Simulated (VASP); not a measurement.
Set up this calculation in VASP 6.6.1, as the native input.

* Task: single point
* Functional: LDA
* Potentials or basis: VASP PAW LDA potentials, release 64 (Ir_sv_GW)
* Cutoff: 560 eV
* k mesh: 8 × 8 × 8
* Occupations: gaussian, width 0.15 eV
* Spin: no spin polarisation
* Dipole correction: no
* Further INCAR settings: ALGO = Normal; EDIFF = 1e-06; NBANDS = 14

The structure of Ir lies in POSCAR:

```
Ir
1.0
    0.0000000000      1.9197000000      2.0204842500
    1.9197000000      0.0000000000      2.0204842500
    1.9197000000      1.9197000000      0.0000000000
Ir
1
Direct
    0.0000000000      0.0000000000      0.0000000000
```

This cell differs from its parent crystal: strain +0.0525 x Voigt [0, 0, 1, 0, 0, 0].

These files were run (other wordings do the same):

INCAR

```
ALGO = Normal
EDIFF = 1E-6
ENCUT = 560
GGA_COMPAT = False
ISIF = 2
ISMEAR = 0
LASPH = True
LCHARG = True
LELF = True
LREAL = False
LVHAR = True
LWAVE = False
NBANDS = 14
NELM = 120
PREC = Accurate
SIGMA = 0.15
```

KPOINTS

```
k-points
0
Gamma
  8 8 8
```

Potentials or basis: VASP PAW LDA potentials, release 64 (Ir_sv_GW).

The run is started by

```sh
$ cat potpaw_LDA.64/Ir_sv_GW/POTCAR > POTCAR
$ mpirun -np 1 vasp_std > vasp.out
```

It gave:

```yaml
Pressure: -23.3 GPa
Band_gap_on_the_k_mesh: zero (an odd number of electrons rules out a gap without spin polarisation)
```

Caveat: the cell differs from its parent crystal (strain +0.0525 x Voigt [0, 0, 1, 0, 0, 0]); the stress differs along the axes, from -34 to -18 GPa; spin-orbit coupling is left out, which moves the levels of the heavy elements.

It took 12 s on 1 thread of AMD EPYC 7R13 Processor (Zen 3), with other jobs on the host, peak memory 0.11 GiB.
